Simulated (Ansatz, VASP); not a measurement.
**PbS: VASP beside Ansatz**

INCAR

```
  PREC = Accurate
  ENCUT = 520
  EDIFF = 1E-7
  ISMEAR = 0
  SIGMA = 0.01
  LREAL = False
  LASPH = True
  NELM = 60
  ALGO = Normal
  ISIF = 2
  LWAVE = False
  LCHARG = True
  LELF = True
  LVHAR = True
  NBANDS = 28
```

Contents of KPOINTS:

```
Automatic mesh
0
Gamma
  6 6 6
```

Contents of POSCAR:

```
PbS
1.0
    2.0799526900     -5.9912968600      0.0000000000
    2.0799526900      5.9912968600      0.0000000000
    0.0000000000      0.0000000000      4.2793209400
Pb S
2 2
Direct
    0.8694366506      0.1305633494      0.7499999988
    0.1305633494      0.8694366506      0.2499999988
    0.6452029102      0.3547970898      0.7499999988
    0.3547970898      0.6452029102      0.2499999988
```

Input for Ansatz:

```yaml
crystal:
  lattice:
    - [2.07995269, -5.99129686, 0.0]
    - [2.07995269, 5.99129686, 0.0]
    - [0.0, 0.0, 4.27932094]
  atoms:
    - { symbol: Pb, position: [0.869436650648621, 0.13056334935137906, 0.7499999988315903] }
    - { symbol: Pb, position: [0.13056334935137906, 0.869436650648621, 0.24999999883159033] }
    - { symbol: S, position: [0.6452029102093265, 0.3547970897906735, 0.7499999988315903] }
    - { symbol: S, position: [0.3547970897906735, 0.6452029102093265, 0.24999999883159033] }
basis:
  ecutwfc: 653.073269903712
kpoints:
  mp_grid:
    grid: [6, 6, 6]
    shift: [0.0, 0.0, 0.0]
hamiltonian:
  xc: lda
  pseudopotentials:
    kind: paw
scf:
  occupations:
    method: fixed
output:
  eigenvalues: true
```

Alike in both runs: task single point; functional LDA; k mesh 6 × 6 × 6; no spin polarisation.

|  | VASP | Ansatz |
| --- | --- | --- |
| version | VASP 6.6.1 | Ansatz 0.2.0 |
| potentials or method | VASP PAW LDA potentials, release 64 (Pb_d, S), cutoff 520 eV | plane waves, PAW |
| occupations | gaussian, width 0.01 eV | fixed |
| valence electrons in the cell | 40 | 40 |

|  | VASP | Ansatz | Ansatz less VASP |
| --- | --- | --- | --- |
| gap on the k mesh at the Fermi level (eV) | 1.07 | 1.09 | +0.015 |

LDA's correlation is that of Perdew and Zunger in VASP and of Perdew and Wang (1992) in Ansatz.

Neither program's run includes spin-orbit coupling.
